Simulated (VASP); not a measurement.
Here is a VASP 6.6.1 calculation.

INCAR

```
PREC = Accurate
ENCUT = 520
EDIFF = 1E-6
ISMEAR = 0
SIGMA = 0.1
LREAL = False
LASPH = True
NELM = 60
ALGO = Fast
ISIF = 2
LWAVE = False
LCHARG = False
GGA = PE
NBANDS = 32
```

KPOINTS

```
regular mesh
0
Gamma
  3 3 6
```

POSCAR

```
NaP3
1.0
    5.8167600709      0.0000000000      0.0000000000
   -2.9083800354      5.0374619891      0.0000000000
    0.0000000000      0.0000000000      5.9521921754
Na P
2 6
Direct
    0.6666666667      0.3333333333      0.5000000000
    0.3333333333      0.6666666667      0.5000000000
    0.6666006066      0.6666006066      0.1000897029
    0.3333993934      0.0000000000      0.1000897029
    0.0000000000      0.3333993934      0.1000897029
    0.0000000000      0.6666006066      0.8999102971
    0.6666006066      0.0000000000      0.8999102971
    0.3333993934      0.3333993934      0.8999102971
```

Potentials or basis: VASP PAW PBE potentials, release 64 (Na_pv, P).

Launch:

```bash
$ cat potpaw_PBE.64/Na_pv/POTCAR potpaw_PBE.64/P/POTCAR > POTCAR
$ mpirun -np 1 vasp_std > vasp.out
```

Problem. What does it give for the largest force?

Solution. 0.023 eV/Å.

Problem. Predict the pressure.

Solution. -0.3 GPa.

Problem. Estimate the band gap on the k mesh.

Solution. Zero (bands 22 and 23 overlap by 1.62 eV).

Stress tensor (GPa, compression positive):
```
-0.32  0.00  0.00
 0.00 -0.32  0.00
 0.00  0.00 -0.16
```

Caveat: the k points lie up to 0.42 Å⁻¹ apart, too coarse for converged energies and pressures of a metal.
